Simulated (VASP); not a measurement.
Wanted: the native input for a VASP 6.6.1 run.

- Task: single point
- Functional: PBE
- Potentials or basis: VASP PAW PBE potentials, release 64 (V_sv, O)
- Cutoff: 520 eV
- k mesh: 4 × 4 × 6
- Occupations: gaussian, width 0.1 eV
- Spin: no spin polarisation
- Dipole correction: no
- Further INCAR settings: ALGO = Normal; EDIFF = 1e-06; NBANDS = 41

The structure of V2O lies in POSCAR:

```
V2O
1.0
    4.7628078286      0.0000000000      0.0000000000
    0.0000000000      5.1085638132      0.0000000000
    0.0000000000      0.0000000000      2.6088892044
V O
4 2
Direct
    0.2226753845      0.3264472393      0.0000000000
    0.7773246155      0.6735527607      0.0000000000
    0.7226753845      0.1735527607      0.5000000000
    0.2773246155      0.8264472393      0.5000000000
    0.0000000000      0.0000000000      0.0000000000
    0.5000000000      0.5000000000      0.5000000000
```

The input as run:

INCAR

```
SYSTEM = V2O
  ALGO = Normal
  EDIFF = 1E-6
  ENCUT = 520
  GGA = PE
  ISIF = 2
  ISMEAR = 0
  LASPH = .True.
  LCHARG = .False.
  LREAL = .False.
  LWAVE = .False.
  NBANDS = 41
  NELM = 80
  PREC = Accurate
  SIGMA = 0.1
```

KPOINTS

```
k-points
0
Gamma
  4 4 6
  0 0 0
```

Potentials or basis: VASP PAW PBE potentials, release 64 (V_sv, O).

Command:

```sh
$ cat potpaw_PBE.64/V_sv/POTCAR potpaw_PBE.64/O/POTCAR > POTCAR
$ mpirun -np 1 vasp_std > vasp.out
```

Results of the run:

```json
{"Pressure": "0.8 GPa", "Largest force": "0.018 eV/Å", "Band gap on the k mesh": "zero (bands 32 and 33 overlap by 0.73 eV)"}
```

Caveat: the k points lie up to 0.40 Å⁻¹ apart, too coarse for converged energies and pressures of a metal; the run has no spin polarisation, though such a crystal can be magnetic.

Wall time 31 s on 1 thread of Intel(R) Xeon(R) 6975P-C (Granite Rapids) (shared host), peak memory 0.21 GiB.
